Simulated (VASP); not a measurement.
BP:

```
B P
1.0
     0.00000    2.26832    2.26832
     2.26832    0.00000    2.26832
     2.26832    2.26832    0.00000
B P
1 1
Direct
  0.00000 0.00000 0.00000
  0.25000 0.25000 0.25000
```

Program: VASP 6.6.1. Alike in all runs: task single point; potentials or basis VASP PAW PBE potentials, release 64 (B, P); no spin polarisation; cell as given; cutoff (eV) 520.

Problem. Order these runs on this cell by their band gap on the k mesh, lowest first.
A. level HSE06; k mesh 6 × 6 × 6; smearing gaussian 0.01 eV; grid for exact exchange (PRECFOCK) Normal; screening parameter 0.2079 1/Å
B. level r2SCAN; k mesh 10 × 10 × 10; smearing gaussian 0.01 eV
C. level PBE; k mesh 10 × 10 × 10; smearing fermi-dirac 0.02 eV

Solution. C (1.24 eV), B (1.45 eV), A (2.06 eV).

A k mesh can miss the band edges.
